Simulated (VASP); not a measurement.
Here is a VASP 6.6.1 calculation.

INCAR

```
ALGO     = Normal         # electronic algorithm
EDIFF    = 1E-6           # SCF threshold, eV
ENCUT    = 520            # plane-wave cutoff, eV
GGA      = RE             # functional
ISIF     = 2              # what is computed and relaxed
ISMEAR   = -1             # smearing method
LASPH    = True           # aspherical terms in the spheres
LCHARG   = False          # write CHGCAR
LREAL    = False          # projectors in reciprocal space
LWAVE    = False          # write WAVECAR
NBANDS   = 11             # bands
NELM     = 80             # most SCF steps
PREC     = Accurate       # precision mode
SIGMA    = 0.05           # smearing width, eV
```

The input KPOINTS:

```
k-points
0
Gamma
  9 9 9
```

File POSCAR:

```
Si
1.0
    0.0000000000      2.7104129432      2.7104129432
    2.7104129432      0.0000000000      2.7104129432
    2.7104129432      2.7104129432      0.0000000000
Si
2
Direct
    0.5000000000      0.5000000000      0.5000000000
    0.7500000000      0.7500000000      0.7500000000
```

Potentials or basis: VASP PAW PBE potentials, release 64 (Si).

The run is started by

```bash
$ cat potpaw_PBE.64/Si/POTCAR > POTCAR
$ mpirun -np 1 vasp_std > vasp.out
```

(1) Estimate the pressure.

(2) Predict the band gap on the k mesh.

Answers

(1) 3.6 GPa.

(2) 0.61 eV, indirect (least direct gap 2.57 eV).

Caveat: the PAW data sets were made with another functional, which shifts forces and pressure a little.
